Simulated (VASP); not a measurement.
**Au: single point with r2SCAN**

Au:

```
CELL_PARAMETERS angstrom
0.00000 1.97597 1.97597
1.97597 0.00000 1.97597
1.97597 1.97597 0.00000
ATOMIC_POSITIONS crystal
Au 0.00000 0.00000 0.00000
```

This cell differs from its parent crystal: volume scaled by 0.88.

```json
{
 "Program": "VASP 6.6.1",
 "Task": "single point",
 "Functional": "r2SCAN",
 "Potentials or basis": "VASP PAW PBE potentials, release 64 (Au)",
 "Cutoff": "520 eV",
 "k mesh": "16 × 16 × 16",
 "Occupations": "fermi-dirac, width 0.05 eV",
 "Spin": "no spin polarisation"
}
```

| Quantity | Value |
| --- | --- |
| Pressure | 29.6 GPa |

Levels at points of the mesh, in eV from the Fermi level:
```
           k point  band 3  band 4  band 5  band 6  band 7  band 8  band 9  band 10
(0.00, 0.00, 0.00)   -5.58   -5.58   -3.75   -3.75   15.09   19.81   19.81    19.81
(0.50, 0.00, 0.00)   -5.65   -2.26   -2.26   -1.34    3.74   14.61   18.68    18.68
(0.50, 0.50, 0.00)   -2.33   -1.86   -1.86    0.84    6.88   10.79   10.79    19.21
```

It took 2.1 min on 1 thread of Intel Xeon 8259CL (shared host), peak memory 0.17 GiB.

Caveat: the PAW data sets were made with another functional, which shifts forces and pressure a little; spin-orbit coupling is left out, which moves the levels of the heavy elements.
